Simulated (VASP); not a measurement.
Wanted: the native input for a VASP 6.6.1 run.

- Task: single point
- Functional: PBE
- Potentials or basis: VASP PAW PBE potentials, release 64 (Al, N, Cd)
- Cutoff: 520 eV
- k mesh: 1 × 1 × 1, shifted
- Occupations: fermi-dirac, width 0.01 eV
- Spin: no spin polarisation
- Dipole correction: no
- Further INCAR settings: LREAL = Auto; ALGO = Normal; EDIFF = 1e-07; NBANDS = 187

The structure of Al35CdN35 (a cell with a defect) lies in POSCAR:

```
Al35CdN35
1.0
    9.3892708692      0.0000000866      0.0000000000
   -4.6946355096      8.1313470524      0.0000000000
    0.0000000000      0.0000000000     10.0348065929
Al N Cd
35 35 1
Direct
    0.2245103573      0.1107602232      0.2503804898
    0.1092932626      0.2145144425      0.5037725827
    0.2234004571      0.1108374402      0.7507158936
    0.1100232524      0.2197890496      1.0003021075
    0.2260157261      0.4458826842      0.2332983623
    0.1089341051      0.5606061369      0.5041171773
    0.2212716093      0.4436427238      0.7558740355
    0.1100123358      0.5563375602      1.0002360483
    0.2244685757      0.7794954574      0.2502732267
    0.1103798407      0.8880699712      0.5008112000
    0.2234268661      0.7787128091      0.7508349340
    0.1111466346      0.8886230181      1.0004187923
    0.5560872094      0.1109269450      0.2508691773
    0.4476460435      0.2226555748      0.5001234676
    0.5555045732      0.1107117494      0.7500045650
    0.4453225008      0.2217716495      0.9999220767
    0.5583552115      0.4432710011      0.2491732511
    0.5548101850      0.4441593782      0.7504262333
    0.4473481653      0.5568130353      0.9947748560
    0.5584560051      0.7810993191      0.2494725038
    0.4477810982      0.8907506063      0.5000606724
    0.5549019936      0.7767052705      0.7503287017
    0.4453490873      0.8896625246      0.9999588860
    0.8892234143      0.1107055270      0.2514593623
    0.7782291382      0.2215931744      0.5005314407
    0.8870458075      0.1093892927      0.7506062181
    0.7778384678      0.2218474037      1.0005862394
    0.8891955198      0.4441237447      0.2511406021
    0.7752860338      0.5547252453      0.4999165661
    0.8869935389      0.4433617970      0.7507145520
    0.7787164418      0.5556791161      1.0001425173
    0.8896536911      0.7776629372      0.2504711549
    0.7751806572      0.8868345637      0.4994919039
    0.8881736649      0.7771107837      0.7497995840
    0.7786954326      0.8890172404      1.0002015494
    0.2232915932      0.1105911561      0.4409781920
    0.1122405958      0.2213744745      0.1923782660
    0.2221420160      0.1109776117      0.9409294335
    0.1107293850      0.2218244905      0.6924475875
    0.1122386503      0.5561930634      0.1921860072
    0.2192856666      0.4429314650      0.9468819450
    0.1107094237      0.5545878332      0.6926313573
    0.2232418262      0.7786681201      0.4409473618
    0.1122299281      0.8887593149      0.1910660521
    0.2221934341      0.7778572274      0.9410190598
    0.1113591187      0.8884492999      0.6909239597
    0.5568251189      0.1114825223      0.4409595521
    0.4446846927      0.2205370697      0.1891927792
    0.5562312283      0.1114204229      0.9402382780
    0.4445903193      0.2213889998      0.6909630369
    0.5625606541      0.4351350097      0.4345626720
    0.4491050385      0.5573816365      0.1876728242
    0.5574044768      0.4433005652      0.9418493000
    0.4413007198      0.5534404705      0.7094426431
    0.5627560625      0.7939884421      0.4345587486
    0.4446913113      0.8894759555      0.1892219213
    0.5574903416      0.7808394727      0.9418459372
    0.4445026034      0.8886706074      0.6909817549
    0.8929110423      0.1135355974      0.4417529231
    0.7792183385      0.2221556550      0.1913912994
    0.8890498647      0.1112492130      0.9409316318
    0.7780440594      0.2216417071      0.6909121802
    0.8923908010      0.4446031269      0.4415009015
    0.7812745749      0.5563033551      0.1897809495
    0.8889750363      0.4441689450      0.9409429286
    0.7777592648      0.5548545977      0.6906144228
    0.8893734762      0.7777900845      0.4409203320
    0.7813109516      0.8902520220      0.1898484596
    0.8893472739      0.7779272243      0.9403310939
    0.7777387626      0.8882523162      0.6905272834
    0.3917694475      0.5286103655      0.4868045245
```

These files were run (other wordings do the same):

INCAR

```
PREC     = Accurate       # precision mode
ENCUT    = 520            # plane-wave cutoff, eV
EDIFF    = 1E-7           # SCF threshold, eV
ISMEAR   = -1             # smearing method
SIGMA    = 0.01           # smearing width, eV
LREAL    = Auto         
LASPH    = True           # aspherical terms in the spheres
NELM     = 80             # most SCF steps
ALGO     = Normal         # electronic algorithm
ISIF     = 2              # what is computed and relaxed
LWAVE    = False          # write WAVECAR
LCHARG   = True           # write CHGCAR
GGA      = PE             # functional
LELF     = True           # ELF
LVHAR    = True         
NBANDS   = 187            # bands
```

KPOINTS

```
Automatic mesh
0
Gamma
  1 1 1
  0.25 0.25 0.25
```

Potentials or basis: VASP PAW PBE potentials, release 64 (Al, N, Cd).

Launch:

```console
$ cat potpaw_PBE.64/Al/POTCAR potpaw_PBE.64/N/POTCAR potpaw_PBE.64/Cd/POTCAR > POTCAR
$ mpirun -np 1 vasp_std > vasp.out
```

Results of the run:

```json
{
 "Pressure": "1.1 GPa",
 "Largest force": "0.118 eV/Å",
 "Band gap on the k mesh": "3.49 eV"
}
```

Wall time 42 min on 1 thread of Intel(R) Xeon(R) Platinum 8259CL CPU @ 2.50GHz (Skylake/Cascade Lake) (shared host), peak memory 1.1 GiB.
